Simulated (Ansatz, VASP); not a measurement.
One calculation of MoW3, two programs

Contents of INCAR:

```
  ALGO = Normal
  EDIFF = 1E-6
  ENCUT = 520
  GGA = PE
  ISIF = 2
  ISMEAR = 0
  LASPH = T
  LCHARG = F
  LREAL = F
  LWAVE = F
  NBANDS = 36
  NELM = 80
  PREC = Accurate
  SIGMA = 0.1
```

Contents of KPOINTS:

```
k-points
0
Gamma
  6 6 6
```

File POSCAR:

```
MoW3
1.0
    0.0000000000      3.1801899100      3.1801899100
    3.1801899100      0.0000000000      3.1801899100
    3.1801899100      3.1801899100      0.0000000000
Mo W
1 3
Direct
    0.5000000000      0.5000000000      0.5000000000
    0.7500000000      0.7500000000      0.7500000000
    0.2500000000      0.2500000000      0.2500000000
    0.0000000000      0.0000000000      0.0000000000
```

Input for Ansatz:

```yaml
crystal:
  lattice:
    - [0.0, 3.18018991, 3.18018991]
    - [3.18018991, 0.0, 3.18018991]
    - [3.18018991, 3.18018991, 0.0]
  atoms:
    - { symbol: Mo, position: [0.5, 0.5, 0.5] }
    - { symbol: W, position: [0.75, 0.75, 0.75] }
    - { symbol: W, position: [0.25, 0.25, 0.25] }
    - { symbol: W, position: [0.0, 0.0, 0.0] }
basis:
  ecutwfc: 420
kpoints:
  mp_grid: { grid: [6, 6, 6] }
hamiltonian:
  xc: pbe
scf:
  occupations: { method: gaussian, width: 0.1 }
  lower_state_search: "off"
output:
  forces: true
  stress: true
  eigenvalues: true
```

Change from the starting cell: species swapped into the BiPd3 type (Fm-3m, No. 225).

Alike in both runs: task single point; functional PBE; k mesh 6 × 6 × 6; occupations gaussian, width 0.1 eV; no spin polarisation.

```csv
,VASP,Ansatz
version,VASP 6.6.1,Ansatz 0.2.0
potentials or method,"VASP PAW PBE potentials, release 64 (Mo_sv, W_sv), cutoff 520 eV","scalar-relativistic, plane waves, PAW"
valence electrons in the cell,56,56
```

Ansatz gave:

* gap on the k mesh at the Fermi level (eV): none
* pressure (GPa): -0.3

**Question.** What did VASP give for the same quantities?

**Answer.** gap on the k mesh at the Fermi level (eV): none; pressure (GPa): 0.2.

A gap of «none» marks a metal or a gap that the smearing closes.

Neither program's run includes spin-orbit coupling.
